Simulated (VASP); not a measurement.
**Hf: relaxation of cell and atoms with PBE**

Crystal: Hf.

```
Hf
1.0
     3.20000    0.00000    0.00000
    -1.60000    2.77128    0.00000
     0.00000    0.00000    5.06240
Hf
2
Direct
  0.33333 0.66667 0.75000
  0.66667 0.33333 0.25000
```

| Property | Result |
| --- | --- |
| Program | VASP 6.6.1 |
| Task | relaxation of cell and atoms |
| Functional | PBE |
| Potentials or basis | VASP PAW PBE potentials, release 64 (Hf_pv) |
| Cutoff | 600 eV |
| k mesh | 8 × 8 × 4 |
| Occupations | gaussian, width 0.05 eV |
| Spin | no spin polarisation |
| Dipole correction | no |
| Further INCAR settings | ALGO = Fast; EDIFF = 1e-06; IBRION = 2; EDIFFG = -0.03; NSW = 80; ISIF = 3 |

```yaml
Relaxed_volume: 22.37 Å³/atom
Relaxed_cell: a = 3.194 Å, b = 3.194 Å, c = 5.064 Å, α = 90.00°, β = 90.00°, γ = 120.00°
Space_group_after_relaxing_to_0.05_Å: P6_3/mmc (No. 194)
Energy_gained_by_relaxing: 0.0 meV/atom
Ionic_steps: 2
Pressure_after_relaxing: 0.2 GPa
Band_gap_on_the_k_mesh: zero (band 10 reaches 6.10 eV, above the bottom of band 11 at 4.67 eV)
```

Final structure:
```yaml
crystal:
  lattice:
    - [3.19401, 0.00000, 0.00000]
    - [-1.59701, 2.76610, 0.00000]
    - [0.00000, 0.00000, 5.06442]
  atoms:
    - { symbol: Hf, position: [0.33333, 0.66667, 0.75000] }
    - { symbol: Hf, position: [0.66667, 0.33333, 0.25000] }
```

Levels at points of the mesh, in eV from the Fermi level:
```
           k point  band 8  band 9  band 10  band 11  band 12  band 13
(0.00, 0.00, 0.00)   -3.78    0.56     1.12     1.12     1.37     1.93
(0.50, 0.00, 0.00)   -2.81   -2.30    -0.86     0.74     0.79     1.60
(0.00, 0.00, 0.50)   -5.48    0.07     0.07     1.01     1.01     1.01
(0.50, 0.00, 0.50)   -3.47   -1.06    -1.06     1.11     1.11     2.59
```

It took 58 s on 1 thread of Intel Xeon 8259CL, with other jobs on the host, peak memory 0.19 GiB.

Caveat: spin-orbit coupling is left out, which moves the levels of the heavy elements.
